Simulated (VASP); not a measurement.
# B6Pb in VASP: notebook

The runs below take B6Pb through single point, relaxation of the atoms, with LDA.

Everything below comes from runs of VASP 6.6.1. Logs are shortened: lines on timing, memory, paths and dates and some standing lists are left out, and cuts for length are marked.

### Step 1. The cell of the first run

The typed cell holds 7 atoms: a = 4.222 Å, b = 4.222 Å, c = 4.222 Å, α = 90.00°, β = 90.00°, γ = 90.00°.

### Step 2. Single point, LDA

File INCAR:

```
ALGO = Normal
EDIFF = 1E-6
ENCUT = 500
GGA = CA
GGA_COMPAT = F
ISIF = 2
ISMEAR = -1
LASPH = T
LCHARG = T
LELF = T
LREAL = F
LVHAR = T
LWAVE = F
NBANDS = 25
NELM = 120
PREC = Accurate
SIGMA = 0.05
```

File KPOINTS:

```
k-points
0
Gamma
  4 4 4
```

File POSCAR:

```
B6Pb
1.0
    4.2218100000      0.0000000000      0.0000000000
    0.0000000000      4.2218100000      0.0000000000
    0.0000000000      0.0000000000      4.2218100000
B Pb
6 1
Direct
    0.1975429819      0.5030346368      0.5011927140
    0.4936967378      0.5031129263      0.7964317961
    0.4937764680      0.5029863150      0.2047183298
    0.4936598107      0.2077562119      0.5011014856
    0.4937398773      0.7994609701      0.5012315564
    0.7892186306      0.5031114240      0.5011071398
    0.0018412752     -0.0101250185      0.0152070216
```

Potentials or basis: VASP PAW LDA potentials, release 64 (B, Pb_d).

Started as:

```bash
$ cat potpaw_LDA.64/B/POTCAR potpaw_LDA.64/Pb_d/POTCAR > POTCAR
$ mpirun -np 1 vasp_std > vasp.out
```

OUTCAR:

```text
EDIFF = 1E-6
   ENCUT = 500
   GGA = CA
   ISIF = 2
   ISMEAR = -1
   LASPH = T
   LREAL = F
   NELM = 120
   PREC = Accurate

 ion  position               nearest neighbor table
   1  0.198  0.503  0.501-   6 1.72   2 1.77   4 1.77   5 1.77   3 1.77   7 3.02   7 3.10   7 3.10

   2  0.494  0.503  0.796-   3 1.72   4 1.76   6 1.76   1 1.77   5 1.77   7 3.06   7 3.11   7 3.14

   3  0.494  0.503  0.205-   2 1.72   4 1.77   6 1.77   1 1.77   5 1.77   7 3.03   7 3.08   7 3.11
                             7 3.15
   4  0.494  0.208  0.501-   5 1.72   2 1.76   6 1.76   1 1.77   3 1.77   7 3.06   7 3.11   7 3.14

   5  0.494  0.799  0.501-   4 1.72   2 1.77   6 1.77   1 1.77   3 1.77   7 3.03   7 3.08   7 3.11
                             7 3.16
   6  0.789  0.503  0.501-   1 1.72   2 1.76   4 1.76   5 1.77   3 1.77   7 3.04   7 3.12   7 3.12

   7  0.002  0.990  0.015-   1 3.02   5 3.03   3 3.03   6 3.04   4 3.06   2 3.06   5 3.08   3 3.08
                             1 3.10   1 3.10   3 3.11   4 3.11   5 3.11   2 3.11   6 3.12   6 3.12

  LATTYP: Found a simple cubic cell.
 ALAT       =     4.2218100000

  Lattice vectors:

 A1 = (   4.2218100000,   0.0000000000,   0.0000000000)
 A2 = (   0.0000000000,   4.2218100000,   0.0000000000)
 A3 = (   0.0000000000,   0.0000000000,   4.2218100000)

Analysis of symmetry for initial positions (statically):
=====================================================================
 Subroutine PRICEL returns:
 Original cell was already a primitive cell.

 Routine SETGRP: Setting up the symmetry group for a
 simple cubic supercell.

 Subroutine GETGRP returns: Found  1 space group operations
 (whereof  1 operations were pure point group operations)
 out of a pool of 48 trial point group operations.

The static configuration has the point symmetry C_1 .

Analysis of symmetry for dynamics (positions and initial velocities):
=====================================================================
 Subroutine PRICEL returns:
 Original cell was already a primitive cell.

 Routine SETGRP: Setting up the symmetry group for a
 simple cubic supercell.

 Subroutine GETGRP returns: Found  1 space group operations
 (whereof  1 operations were pure point group operations)
 out of a pool of 48 trial point group operations.

The dynamic configuration has the point symmetry C_1 .

 Subroutine INISYM returns: Found  1 space group operations
 (whereof  1 operations are pure point group operations),
 and found     1 'primitive' translations

----------------------------------------------------------------------------------------

                                     Primitive cell

  volume of cell :      75.2482

  direct lattice vectors                    reciprocal lattice vectors
     4.221810000  0.000000000  0.000000000     0.236865231  0.000000000  0.000000000
     0.000000000  4.221810000  0.000000000     0.000000000  0.236865231  0.000000000
     0.000000000  0.000000000  4.221810000     0.000000000  0.000000000  0.236865231

  length of vectors
     4.221810000  4.221810000  4.221810000     0.236865231  0.236865231  0.236865231

  position of ions in fractional coordinates (direct lattice)
     0.197542982  0.503034637  0.501192714
     0.493696738  0.503112926  0.796431796
     0.493776468  0.502986315  0.204718330
     0.493659811  0.207756212  0.501101486
     0.493739877  0.799460970  0.501231556
     0.789218631  0.503111424  0.501107140
     0.001841275  0.989874982  0.015207022

  ion indices of the primitive-cell ions
   primitive index   ion index
                 1           1
                 2           2
                 3           3
                 4           4
                 5           5
                 6           6
                 7           7

----------------------------------------------------------------------------------------

 KPOINTS: k-points

Automatic generation of k-mesh.
 Grid dimensions read from file:
 generate k-points for:    4    4    4

 Generating k-lattice:

  Cartesian coordinates                     Fractional coordinates (reciprocal lattice)
     0.059216308  0.000000000  0.000000000     0.250000000  0.000000000  0.000000000
     0.000000000  0.059216308  0.000000000     0.000000000  0.250000000  0.000000000
     0.000000000  0.000000000  0.059216308     0.000000000  0.000000000  0.250000000

  Length of vectors
     0.059216308  0.059216308  0.059216308

  Shift w.r.t. Gamma in fractional coordinates (k-lattice)
     0.000000000  0.000000000  0.000000000

 Subroutine IBZKPT returns following result:
 ===========================================

 Found     36 irreducible k-points:

 Following reciprocal coordinates:
            Coordinates               Weight
  0.000000  0.000000  0.000000      1.000000
  0.250000  0.000000  0.000000      2.000000
  0.000000  0.250000  0.000000      2.000000
  0.000000  0.000000  0.250000      2.000000
  0.500000  0.000000  0.000000      1.000000
  0.000000  0.500000  0.000000      1.000000
[... 16 lines left out ...]
  0.250000  0.250000  0.250000      2.000000
 -0.250000  0.250000  0.250000      2.000000
 [... further k-points ...]
   k-points           NKPTS =     36   k-points in BZ     NKDIM =     36   number of bands    NBANDS=     25
   number of dos      NEDOS =    301   number of ions     NIONS =      7
   total plane-waves  NPLWV =  32768
   dimension x,y,z NGX =    32 NGY =   32 NGZ =   32
   dimension x,y,z NGXF=    64 NGYF=   64 NGZF=   64
   ions per type =               6   1
   NGX,Y,Z   is equivalent  to a cutoff of  12.60, 12.60, 12.60 a.u.
   NGXF,Y,Z  is equivalent  to a cutoff of  25.20, 25.20, 25.20 a.u.
 SYSTEM =  unknown system
   PREC   = accura    normal or accurate (medium, high low for compatibility)
   ISTART =      0    job   : 0-new  1-cont  2-samecut
   ICHARG =      2    charge: 1-file 2-atom 10-const
   ISPIN  =      1    spin polarized calculation?
   LNONCOLLINEAR =      F non collinear calculations
   LSORBIT =      F    spin-orbit coupling
   LASPH  =      T    aspherical Exc in radial PAW
   ENCUT  =  500.0 eV  36.75 Ry    6.06 a.u.   7.70  7.70  7.70*2*pi/ulx,y,z
   NELM   =    120;   NELMIN=  2; NELMDL= -5     # of ELM steps
   EDIFF  = 0.1E-05   stopping-criterion for ELM
   LREAL  =      F    real-space projection
   EDIFFG = 0.1E-04   stopping-criterion for IOM
   NSW    =      0    number of steps for IOM
   IBRION =     -1    ionic relax: 0-MD 1-quasi-New 2-CG
   NFREE  =      0    steps in history (QN), initial steepest desc. (CG)
   ISIF   =      2    stress and relaxation
   ISYM   =      2    0-nonsym 1-usesym 2-fastsym
   POTIM  = 0.5000    time-step for ionic-motion
   TEBEG  =    0.0;   TEEND  =   0.0 temperature during run
   PSTRESS=    0.0 pullay stress
   NELECT =      32.0000    total number of electrons
   NUPDOWN=      -1.0000    fix difference up-down
   EMIN   =  10.00;   EMAX   =-10.00  energy-range for DOS
   EFERMI =   0.00;   METHOD = LEGACY
   ISMEAR =    -1;   SIGMA  =   0.05  broadening in eV -4-tet -1-fermi 0-gaus
   EFERMI_NEDOS =   21; number of points for ismear=-14 and -15
   IALGO  =     38    algorithm
   IMIX   =      4    mixing-type and parameters
     AMIX     =   0.40;   BMIX     =  1.00
     AMIX_MAG =   1.60;   BMIX_MAG =  1.00
  volume/ion in A,a.u.               =      10.75        72.54
  Fermi-wavevector in a.u.,A,eV,Ry     =   1.231099  2.326439 20.621038  1.515604
  Thomas-Fermi vector in A             =   2.365921
   LORBIT       =      0    0 simple, 1 ext, 2 COOP (PROOUT), +10 PAW based schemes
   GGA     = CA    functional components
   LHFCALC =     F    Hartree Fock is set to
   AEXX    =    0.0000 exact exchange contribution
   IVDW    =     0    specifies the selected vdW correction
   LEPSILON=     F    determine dielectric tensor
   LRPA    =     F    only Hartree local field effects (RPA)
 non-spin polarized calculation
  energy-cutoff  :      500.00
  volume of cell :       75.25
 maximum number of plane-waves:      1935
 NGX is ok and might be reduce to    32
   NGX = 15   NGY = 15   NGZ = 15

 number of electron      32.0000001 magnetization

 Free energy of the ion-electron system (eV)
  ---------------------------------------------------
  ext. energy  EPLUGINS =         0.00000000
  ---------------------------------------------------
  free energy    TOTEN  =       -47.87614021 eV

  energy without entropy =      -47.87610760  energy(sigma->0) =      -47.87612390

 E-fermi :   6.3742     XC(G=0): -11.1519

 val. band max:        5.9256543200   @ k =   0.5000   0.0000   0.0000
 cond. band min:       6.7980147973   @ k =   0.0000   0.5000   0.5000
 fundamental gap:      0.8723604773
 Fermi energy:         6.3741895704

 k-point     1 :       0.0000    0.0000    0.0000
  band No.  band energies     occupation
      1     -11.2331      2.00000
      2     -11.2329      2.00000
      3     -11.1770      2.00000
      4     -11.1769      2.00000
      5     -11.1760      2.00000
      6      -8.3736      2.00000
[... 17 lines left out ...]
     24      13.4773      0.00000
     25      17.2046      0.00000

 k-point     2 :       0.2500    0.0000    0.0000
  band No.  band energies     occupation
      1     -11.2305      2.00000
      2     -11.2098      2.00000
      3     -11.1885      2.00000
      4     -11.1879      2.00000
      5     -11.1754      2.00000
      6      -8.1200      2.00000
[... 17 lines left out ...]
     24      15.2344      0.00000
     25      15.5676      0.00000

 k-point     3 :       0.0000    0.2500    0.0000
  band No.  band energies     occupation
      1     -11.2304      2.00000
      2     -11.2099      2.00000
      3     -11.1886      2.00000
      4     -11.1881      2.00000
      5     -11.1751      2.00000
      6      -8.1205      2.00000
[... 552 lines left out ...]
 k-point    23 :       0.2500    0.2500    0.2500
  band No.  band energies     occupation
      1     -11.2072      2.00000
      2     -11.2009      2.00000
      3     -11.2002      2.00000
      4     -11.1935      2.00000
      5     -11.1930      2.00000
      6      -7.6981      2.00000
[... 17 lines left out ...]
     24      15.7000      0.00000
     25      15.7089      0.00000

 k-point    24 :      -0.2500    0.2500    0.2500
  band No.  band energies     occupation
      1     -11.2073      2.00000
      2     -11.2009      2.00000
      3     -11.2002      2.00000
      4     -11.1934      2.00000
      5     -11.1931      2.00000
      6      -7.6981      2.00000
[... 17 lines left out ...]
     24      15.7007      0.00000
     25      15.7106      0.00000

 [... further k-points ...]

------------------------ aborting loop because EDIFF is reached ----------------------------------------

  FORCE on cell =-STRESS in cart. coord.  units (eV):
  Direction    XX          YY          ZZ          XY          YZ          ZX
  --------------------------------------------------------------------------------------
  -------------------------------------------------------------------------------------
  Total       -2.9133892     -2.9058994     -2.9037608     -0.0071871     -0.0118525      0.0076118
  in kB      -62.0316069    -61.8721344    -61.8266015     -0.1530269     -0.2523633      0.1620706
  external PRESSURE =     -61.9101143 kB  Pullay stress =       0.0000000 kB

 VOLUME and BASIS-vectors are now :
 -----------------------------------------------------------------------------
  energy-cutoff  :      500.00
  volume of cell :       75.25
      direct lattice vectors                 reciprocal lattice vectors
     4.221810000  0.000000000  0.000000000     0.236865231  0.000000000  0.000000000
     0.000000000  4.221810000  0.000000000     0.000000000  0.236865231  0.000000000
     0.000000000  0.000000000  4.221810000     0.000000000  0.000000000  0.236865231

 POSITION                                       TOTAL-FORCE (eV/Angst)
 -----------------------------------------------------------------------------------
      0.83399      2.12372      2.11594        -0.019105     -0.001248      0.001103
      2.08429      2.12405      3.36238        -0.000612      0.000594      0.020511
      2.08463      2.12351      0.86428         0.000088     -0.000901     -0.019801
      2.08414      0.87711      2.11556         0.000837     -0.020453     -0.000357
      2.08448      3.37517      2.11610         0.001149      0.019858      0.000948
      3.33193      2.12404      2.11558         0.019351     -0.000754      0.000713
      0.00777      4.17906      0.06420        -0.001708      0.002905     -0.003116
 -----------------------------------------------------------------------------------
    total drift:                               -0.000048      0.000072     -0.000056

  FREE ENERGIE OF THE ION-ELECTRON SYSTEM (eV)
  ---------------------------------------------------
  free  energy   TOTEN  =       -47.8761402095 eV

  energy  without entropy=      -47.8761075967  energy(sigma->0) =      -47.87612390
```

Wall time 85 s (1 thread of Intel Xeon 8259CL, shared host); peak memory 0.19 GiB.

What came out:

| Item | Value |
| --- | --- |
| Free energy | -47.8761 eV |
| Pressure | -6.2 GPa |
| Largest force | 0.021 eV/Å |
| Band gap on the k mesh | 0.87 eV (least direct gap 1.36 eV) |

Forces on the atoms (eV/Å):
```
B   -0.019 -0.001  0.001
B   -0.001  0.001  0.021
B    0.000 -0.001 -0.020
B    0.001 -0.020  0.000
B    0.001  0.020  0.001
B    0.019 -0.001  0.001
Pb  -0.002  0.003 -0.003
```

Caveat: the cell stands under tension; spin-orbit coupling is left out, which moves the levels of the heavy elements. A k mesh can miss the band edges.

(Part 1 of 2 ends here.)
